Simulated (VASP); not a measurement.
A run of VASP 6.6.1 is set up as follows.

Contents of INCAR:

```
ALGO     = Normal         # electronic algorithm
EDIFF    = 1E-7           # SCF threshold, eV
ENCUT    = 520            # plane-wave cutoff, eV
GGA      = PE             # functional
ISIF     = 2              # what is computed and relaxed
ISMEAR   = 0              # smearing method
LASPH    = T              # aspherical terms in the spheres
LCHARG   = T              # write CHGCAR
LELF     = T              # ELF
LREAL    = F              # projectors in reciprocal space
LVHAR    = T            
LWAVE    = F              # write WAVECAR
NBANDS   = 17             # bands
NELM     = 80             # most SCF steps
PREC     = Accurate       # precision mode
SIGMA    = 0.020999999999999998 # smearing width, eV
```

The input KPOINTS:

```
k-points
0
Gamma
  7 7 7
```

POSCAR

```
TePb
1.0
    4.0022870000      0.0000000000      0.0000000000
    0.0000000000      4.0022870000      0.0000000000
    0.0000000000      0.0000000000      4.0022870000
Pb Te
1 1
Direct
    0.0000000000      0.0000000000      0.0000000000
    0.5000000000      0.5000000000      0.5000000000
```

Potentials or basis: VASP PAW PBE potentials, release 64 (Pb_d, Te).

Run with:

```console
$ cat potpaw_PBE.64/Pb_d/POTCAR potpaw_PBE.64/Te/POTCAR > POTCAR
$ mpirun -np 1 vasp_std > vasp.out
```

**Question.** Predict the pressure.

**Answer.** 0.0 GPa.

**Question.** Estimate the band gap on the k mesh.

**Answer.** Zero (band 10 reaches 6.57 eV, above the bottom of band 11 at 5.77 eV).

Caveat: spin-orbit coupling is left out, which moves the levels of the heavy elements.
